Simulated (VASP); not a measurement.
# Zr2CN: single point with LDA

Zr2CN:

```
Zr C N
1.0
     1.64498    0.94973    5.37262
    -1.64498    0.94973    5.37262
     0.00000   -1.89946    5.37262
Zr C N
2 1 1
Direct
  0.74907 0.74907 0.74907
  0.25093 0.25093 0.25093
  0.00000 0.00000 0.00000
  0.50000 0.50000 0.50000
```

```json
{"Program": "VASP 6.6.1", "Task": "single point", "Functional": "LDA", "Potentials or basis": "VASP PAW LDA potentials, release 64 (Zr_sv, C, N)", "Cutoff": "520 eV", "k mesh": "8 × 8 × 8", "Occupations": "gaussian, width 0.05 eV", "Spin": "no spin polarisation"}
```

```yaml
Pressure: -9.8 GPa
Largest_force: 0.103 eV/Å
Band_gap_on_the_k_mesh: zero (an odd number of electrons rules out a gap without spin polarisation)
```

Forces in eV/Å, atoms in the order of the input:
```
Zr   0.000  0.000  0.103
Zr   0.000  0.000 -0.103
C    0.000  0.000  0.000
N    0.000  0.000  0.000
```

Stress tensor (GPa, compression positive):
```
-9.96  0.00  0.00
 0.00 -9.96  0.00
 0.00  0.00 -9.41
```

Levels at points of the mesh, in eV from the Fermi level:
```csv
k point,band 13,band 14,band 15,band 16,band 17,band 18,band 19,band 20,band 21,band 22
"(0.00, 0.00, 0.00)",-4.57,-1.06,-0.86,-0.86,0.12,0.12,0.13,1.98,1.98,3.60
"(0.50, 0.00, 0.00)",-4.32,-4.02,-3.26,-2.54,-0.03,0.68,3.91,4.09,4.12,4.60
"(0.50, 0.50, 0.00)",-4.60,-3.12,-2.80,-1.61,-1.46,3.57,3.58,3.69,4.08,4.83
"(0.50, 0.50, 0.50)",-3.95,-3.95,-2.62,-2.62,1.25,1.48,1.48,1.53,1.72,1.72
```

Run time: 2.2 min on 1 thread of Intel(R) Xeon(R) Platinum 8375C CPU @ 2.90GHz (Ice Lake), with other jobs on the host, peak memory 0.26 GiB.

Caveat: the cell stands under tension; an odd number of electrons without spin polarisation forces a metal; a magnetic or distorted state may lie lower.
